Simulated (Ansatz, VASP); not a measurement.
One calculation of Y, two programs

```
CELL_PARAMETERS angstrom
3.47829 0.00000 0.00000
-1.73915 3.01229 0.00000
0.00000 0.00000 3.26960
ATOMIC_POSITIONS crystal
Y 0.00000 0.00000 0.00000
```

Alike in both runs: task relaxation of cell and atoms; functional PBE; k mesh 14 × 14 × 13; occupations fermi-dirac, width 0.05 eV; no spin polarisation.

```csv
,VASP,Ansatz
version,VASP 6.6.1,Ansatz 0.2.0
potentials or method,"VASP PAW PBE potentials, release 64 (Y_sv)","PAW with Ansatz's default frozen-core files, scalar-relativistic"
plane-wave cutoff (eV),600,420
valence electrons in the cell,11,11
```

```tsv
	VASP	Ansatz	Ansatz less VASP
relaxed volume (Å³/atom)	33.61	33.68	+0.067
relaxed length of the cell vector where the two differ most in proportion (Å)	3.418	3.422	+0.0032
```
